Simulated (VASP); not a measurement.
# Sb (Im-3m) in VASP: notebook

Runs on Sb. Level: PBEsol. Tasks: single point.

All numbers are computed with VASP 6.6.1; they aren't measurements. Logs are shortened: lines on timing, memory, paths and dates and some standing lists are left out, and cuts for length are marked.

**1. The cell of the first run**

The structure is cubic, space group Im-3m (No. 229). The conventional cell has a = 3.392 Å, b = 3.392 Å, c = 3.392 Å, α = 90.00°, β = 90.00°, γ = 90.00°. Sb (site symmetry m-3m) has 14 Sb at 2.94 to 3.39 Å within 3.9 Å.

**2. Single point, PBEsol**

Contents of INCAR:

```
ALGO = Normal
EDIFF = 1E-6
ENCUT = 500
GGA = PS
GGA_COMPAT = F
ISIF = 2
ISMEAR = 1
LASPH = T
LCHARG = F
LREAL = F
LWAVE = F
NBANDS = 8
NELM = 120
PREC = Accurate
SIGMA = 0.1
```

Contents of KPOINTS:

```
k-points
0
Gamma
  9 9 9
```

Contents of POSCAR:

```
Sb
1.0
   -1.6957570625      1.6957570625      1.6957570625
    1.6957570625     -1.6957570625      1.6957570625
    1.6957570625      1.6957570625     -1.6957570625
Sb
1
Direct
    0.0000000000      0.0000000000      0.0000000000
```

Potentials or basis: VASP PAW PBE potentials, release 64 (Sb).

On the command line:

```console
cat potpaw_PBE.64/Sb/POTCAR > POTCAR
mpirun -np 1 vasp_std > vasp.out
```

OUTCAR:

```text
EDIFF = 1E-6
   ENCUT = 500
   GGA = PS
   ISIF = 2
   ISMEAR = 1
   LASPH = T
   LREAL = F
   NELM = 120
   PREC = Accurate

 ion  position               nearest neighbor table
   1  0.000  0.000  0.000-

  LATTYP: Found a body centered cubic cell.
 ALAT       =     3.3915141250

  Lattice vectors:

 A1 = (  -1.6957570625,   1.6957570625,   1.6957570625)
 A2 = (   1.6957570625,  -1.6957570625,   1.6957570625)
 A3 = (   1.6957570625,   1.6957570625,  -1.6957570625)

Analysis of symmetry for initial positions (statically):
=====================================================================
 Subroutine PRICEL returns:
 Original cell was already a primitive cell.

 Routine SETGRP: Setting up the symmetry group for a
 body centered cubic supercell.

 Subroutine GETGRP returns: Found 48 space group operations
 (whereof 48 operations were pure point group operations)
 out of a pool of 48 trial point group operations.

The static configuration has the point symmetry O_h .

Analysis of symmetry for dynamics (positions and initial velocities):
=====================================================================
 Subroutine PRICEL returns:
 Original cell was already a primitive cell.

 Routine SETGRP: Setting up the symmetry group for a
 body centered cubic supercell.

 Subroutine GETGRP returns: Found 48 space group operations
 (whereof 48 operations were pure point group operations)
 out of a pool of 48 trial point group operations.

The dynamic configuration has the point symmetry O_h .

 Subroutine INISYM returns: Found 48 space group operations
 (whereof 48 operations are pure point group operations),
 and found     1 'primitive' translations

----------------------------------------------------------------------------------------

                                     Primitive cell

  volume of cell :      19.5052

  direct lattice vectors                    reciprocal lattice vectors
    -1.695757063  1.695757063  1.695757063     0.000000000  0.294853556  0.294853556
     1.695757063 -1.695757063  1.695757063     0.294853556  0.000000000  0.294853556
     1.695757063  1.695757063 -1.695757063     0.294853556  0.294853556  0.000000000

  length of vectors
     2.937137390  2.937137390  2.937137390     0.416985898  0.416985898  0.416985898

  position of ions in fractional coordinates (direct lattice)
     0.000000000  0.000000000  0.000000000

  ion indices of the primitive-cell ions
   primitive index   ion index
                 1           1

----------------------------------------------------------------------------------------

 KPOINTS: k-points

Automatic generation of k-mesh.
 Grid dimensions read from file:
 generate k-points for:    9    9    9

 Generating k-lattice:

  Cartesian coordinates                     Fractional coordinates (reciprocal lattice)
     0.000000000  0.032761506  0.032761506     0.111111111  0.000000000  0.000000000
     0.032761506  0.000000000  0.032761506     0.000000000  0.111111111  0.000000000
     0.032761506  0.032761506  0.000000000     0.000000000  0.000000000  0.111111111

  Length of vectors
     0.046331766  0.046331766  0.046331766

  Shift w.r.t. Gamma in fractional coordinates (k-lattice)
     0.000000000  0.000000000  0.000000000

 Subroutine IBZKPT returns following result:
 ===========================================

 Found     35 irreducible k-points:

 Following reciprocal coordinates:
            Coordinates               Weight
  0.000000  0.000000  0.000000      1.000000
  0.111111  0.000000  0.000000     12.000000
  0.222222  0.000000  0.000000     12.000000
  0.333333  0.000000  0.000000     12.000000
  0.444444  0.000000  0.000000     12.000000
  0.111111  0.111111  0.000000     24.000000
[... 16 lines left out ...]
 -0.333333  0.444444  0.111111     48.000000
 -0.444444 -0.444444  0.111111     24.000000
 [... further k-points ...]
   k-points           NKPTS =     35   k-points in BZ     NKDIM =     35   number of bands    NBANDS=      8
   number of dos      NEDOS =    301   number of ions     NIONS =      1
   total plane-waves  NPLWV =  13824
   dimension x,y,z NGX =    24 NGY =   24 NGZ =   24
   dimension x,y,z NGXF=    48 NGYF=   48 NGZF=   48
   ions per type =               1
   NGX,Y,Z   is equivalent  to a cutoff of  13.58, 13.58, 13.58 a.u.
   NGXF,Y,Z  is equivalent  to a cutoff of  27.17, 27.17, 27.17 a.u.
 SYSTEM =  unknown system
   PREC   = accura    normal or accurate (medium, high low for compatibility)
   ISTART =      0    job   : 0-new  1-cont  2-samecut
   ICHARG =      2    charge: 1-file 2-atom 10-const
   ISPIN  =      1    spin polarized calculation?
   LNONCOLLINEAR =      F non collinear calculations
   LSORBIT =      F    spin-orbit coupling
   LASPH  =      T    aspherical Exc in radial PAW
   ENCUT  =  500.0 eV  36.75 Ry    6.06 a.u.   5.36  5.36  5.36*2*pi/ulx,y,z
   NELM   =    120;   NELMIN=  2; NELMDL= -5     # of ELM steps
   EDIFF  = 0.1E-05   stopping-criterion for ELM
   LREAL  =      F    real-space projection
   EDIFFG = 0.1E-04   stopping-criterion for IOM
   NSW    =      0    number of steps for IOM
   IBRION =     -1    ionic relax: 0-MD 1-quasi-New 2-CG
   NFREE  =      0    steps in history (QN), initial steepest desc. (CG)
   ISIF   =      2    stress and relaxation
   ISYM   =      2    0-nonsym 1-usesym 2-fastsym
   POTIM  = 0.5000    time-step for ionic-motion
   TEBEG  =    0.0;   TEEND  =   0.0 temperature during run
   PSTRESS=    0.0 pullay stress
   NELECT =       5.0000    total number of electrons
   NUPDOWN=      -1.0000    fix difference up-down
   EMIN   =  10.00;   EMAX   =-10.00  energy-range for DOS
   EFERMI =   0.00;   METHOD = LEGACY
   ISMEAR =     1;   SIGMA  =   0.10  broadening in eV -4-tet -1-fermi 0-gaus
   EFERMI_NEDOS =   21; number of points for ismear=-14 and -15
   IALGO  =     38    algorithm
   IMIX   =      4    mixing-type and parameters
     AMIX     =   0.40;   BMIX     =  1.00
     AMIX_MAG =   1.60;   BMIX_MAG =  1.00
  volume/ion in A,a.u.               =      19.51       131.63
  Fermi-wavevector in a.u.,A,eV,Ry     =   1.039955  1.965230 14.714787  1.081506
  Thomas-Fermi vector in A             =   2.174509
   LORBIT       =      0    0 simple, 1 ext, 2 COOP (PROOUT), +10 PAW based schemes
   GGA     = PS    functional components
   LHFCALC =     F    Hartree Fock is set to
   AEXX    =    0.0000 exact exchange contribution
   IVDW    =     0    specifies the selected vdW correction
   LEPSILON=     F    determine dielectric tensor
   LRPA    =     F    only Hartree local field effects (RPA)
 non-spin polarized calculation
 Methfessel and Paxton  Order N= 1 SIGMA  =   0.10
  energy-cutoff  :      500.00
  volume of cell :       19.51
 maximum number of plane-waves:       531
 NGX is ok and might be reduce to    24
   NGX = 11   NGY = 11   NGZ = 11

 number of electron       5.0000000 magnetization

 Free energy of the ion-electron system (eV)
  ---------------------------------------------------
  ext. energy  EPLUGINS =         0.00000000
  ---------------------------------------------------
  free energy    TOTEN  =        -3.79557099 eV

  energy without entropy =       -3.79512516  energy(sigma->0) =       -3.79542238

 E-fermi :  13.2733     XC(G=0): -11.7838

 val. band max:       13.2408894401   @ k =  -0.4444   0.4444   0.3333
 cond. band min:      13.4730339841   @ k =   0.2222   0.1111   0.1111
 fundamental gap:      0.2321445441
 Fermi energy:        13.2733128246

 k-point     1 :       0.0000    0.0000    0.0000
  band No.  band energies     occupation
      1      -2.6997      2.00000
      2      21.6990      0.00000
      3      21.6990      0.00000
      4      21.6990      0.00000
      5      25.1069      0.00000
      6      25.1070      0.00000
      7      25.1106      0.00000
      8      25.1633      0.00000

 k-point     2 :       0.1111    0.0000    0.0000
  band No.  band energies     occupation
      1      -2.3549      2.00000
      2      18.8724      0.00000
      3      20.2792      0.00000
      4      21.0829      0.00000
      5      23.2938      0.00000
      6      23.3040      0.00000
      7      24.7506      0.00000
      8      26.2286      0.00000

 k-point     3 :       0.2222    0.0000    0.0000
  band No.  band energies     occupation
      1      -1.3187      2.00000
      2      14.3095     -0.00000
      3      18.2341      0.00000
      4      19.7263      0.00000
      5      21.9722      0.00000
      6      22.1504      0.00000
      7      25.4099      0.00000
      8      27.0211      0.00000

 k-point     4 :       0.3333    0.0000    0.0000
  band No.  band energies     occupation
      1       0.4063      2.00000
      2       9.9829      2.00000
      3      16.6472      0.00000
      4      18.5448      0.00000
      5      21.1062      0.00000
      6      21.4094      0.00000
      7      26.9137      0.00000
      8      28.0377      0.00000

 k-point     5 :       0.4444    0.0000    0.0000
  band No.  band energies     occupation
      1       2.7374      2.00000
      2       6.3018      2.00000
      3      15.7974      0.00000
      4      17.9035      0.00000
      5      20.6802      0.00000
      6      21.0542      0.00000
      7      28.8466      0.00000
      8      29.4167      0.00000
[... 177 lines left out ...]
 k-point    22 :      -0.4444    0.4444    0.1111
  band No.  band energies     occupation
      1       3.0678      2.00000
      2       6.6432      2.00000
      3      14.6098     -0.00000
      4      16.6697      0.00000
      5      22.2159      0.00000
      6      22.4989      0.00000
      7      25.1460      0.00000
      8      27.2936      0.00000

 k-point    23 :      -0.3333    0.4444    0.1111
  band No.  band energies     occupation
      1       2.4403      2.00000
      2       8.8745      2.00000
      3      12.1697      2.00000
      4      17.6235      0.00000
      5      21.1607      0.00000
      6      22.6567      0.00000
      7      26.3788      0.00000
      8      27.2478      0.00000

 k-point    24 :      -0.4444   -0.4444    0.1111
  band No.  band energies     occupation
      1       4.4516      2.00000
      2       6.2508      2.00000
      3      11.7598      2.00000
      4      17.3980      0.00000
      5      21.5688      0.00000
      6      23.8501      0.00000
      7      24.2324      0.00000
      8      26.8367      0.00000

 [... further k-points ...]

------------------------ aborting loop because EDIFF is reached ----------------------------------------

  FORCE on cell =-STRESS in cart. coord.  units (eV):
  Direction    XX          YY          ZZ          XY          YZ          ZX
  --------------------------------------------------------------------------------------
  -------------------------------------------------------------------------------------
  Total        4.7336937      4.7336937      4.7336937     -0.0000000     -0.0000000      0.0000000
  in kB      388.8300645    388.8300645    388.8300645     -0.0000000     -0.0000000      0.0000000
  external PRESSURE =     388.8300645 kB  Pullay stress =       0.0000000 kB

 VOLUME and BASIS-vectors are now :
 -----------------------------------------------------------------------------
  energy-cutoff  :      500.00
  volume of cell :       19.51
      direct lattice vectors                 reciprocal lattice vectors
    -1.695757063  1.695757063  1.695757063     0.000000000  0.294853556  0.294853556
     1.695757063 -1.695757063  1.695757063     0.294853556  0.000000000  0.294853556
     1.695757063  1.695757063 -1.695757063     0.294853556  0.294853556  0.000000000

 POSITION                                       TOTAL-FORCE (eV/Angst)
 -----------------------------------------------------------------------------------
      0.00000      0.00000      0.00000         0.000000      0.000000      0.000000
 -----------------------------------------------------------------------------------
    total drift:                                0.000000      0.000000      0.000000

  FREE ENERGIE OF THE ION-ELECTRON SYSTEM (eV)
  ---------------------------------------------------
  free  energy   TOTEN  =        -3.7955709935 eV

  energy  without entropy=       -3.7951251612  energy(sigma->0) =       -3.79542238
```

Wall time 9 s (1 thread of AMD EPYC 7R13, shared host); peak memory 0.11 GiB.

What came out:

- Free energy: -3.7956 eV
- Pressure: 38.9 GPa

Caveat: the PAW data sets were made with another functional, which shifts forces and pressure a little; spin-orbit coupling is left out, which moves the levels of the heavy elements.

(Part 1 of 2 ends here.)
